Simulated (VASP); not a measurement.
Write the native input for VASP 6.6.1 that does the following.

```yaml
Task: single point
Functional: r2SCAN
Potentials_or_basis: VASP PAW PBE potentials, release 64 (Si, Ni)
Cutoff: 520 eV
k_mesh: 12 × 12 × 8
Occupations: gaussian, width 0.1 eV
Spin: no spin polarisation
Dipole_correction: no
Further_INCAR_settings: ALGO = Normal; EDIFF = 1e-06; NBANDS = 33
```

The system is SiNi2.

```
Si Ni
1.0
     3.83283    0.00000    0.00000
    -1.91641    3.31932    0.00000
     0.00000    0.00000    4.85923
Si Ni
2 4
Direct
  0.33333 0.66667 0.75000
  0.66667 0.33333 0.25000
  0.00000 0.00000 0.00000
  0.00000 0.00000 0.50000
  0.33333 0.66667 0.25000
  0.66667 0.33333 0.75000
```

These files were run (other wordings do the same):

POSCAR

```
SiNi2
1.0
    3.8328261601      0.0000000000      0.0000000000
   -1.9164130801      3.3193248229      0.0000000000
    0.0000000000      0.0000000000      4.8592259689
Si Ni
2 4
Direct
    0.3333333333      0.6666666667      0.7500000000
    0.6666666667      0.3333333333      0.2500000000
    0.0000000000      0.0000000000      0.0000000000
    0.0000000000      0.0000000000      0.5000000000
    0.3333333333      0.6666666667      0.2500000000
    0.6666666667      0.3333333333      0.7500000000
```

INCAR.step1

```
SYSTEM = SiNi2
  PREC = Accurate
  ENCUT = 520
  ISMEAR = 0
  SIGMA = 0.1
  LREAL = .False.
  LASPH = .True.
  NELM = 60
  NBANDS = 33
  GGA = PE
  ALGO = Normal
  EDIFF = 1E-4
  LWAVE = .True.
  LCHARG = .False.
```

INCAR.step2

```
SYSTEM = SiNi2
  PREC = Accurate
  ENCUT = 520
  EDIFF = 1E-6
  ISMEAR = 0
  SIGMA = 0.1
  LREAL = .False.
  LASPH = .True.
  NELM = 60
  ALGO = Normal
  ISIF = 2
  LWAVE = .False.
  LCHARG = .False.
  METAGGA = R2SCAN
  LMIXTAU = .True.
  NBANDS = 33
  ISTART = 1
```

KPOINTS

```
Automatic mesh
0
Gamma
  12 12 8
  0 0 0
```

Potentials or basis: VASP PAW PBE potentials, release 64 (Si, Ni).

Run with:

```bash
$ cat potpaw_PBE.64/Si/POTCAR potpaw_PBE.64/Ni/POTCAR > POTCAR
$ cp INCAR.step1 INCAR
$ mpirun -np 1 vasp_std > vasp.out
$ cp INCAR.step2 INCAR
$ mpirun -np 1 vasp_std > vasp.out
```

Results of the run:

* Pressure: 7.9 GPa
* Band gap on the k mesh: zero (band 24 reaches 15.03 eV, above the bottom of band 25 at 11.23 eV)

Caveat: the PAW data sets were made with another functional, which shifts forces and pressure a little.

It took 10 min on 1 thread of Intel Xeon 6975P-C, with other jobs on the host, peak memory 0.29 GiB.
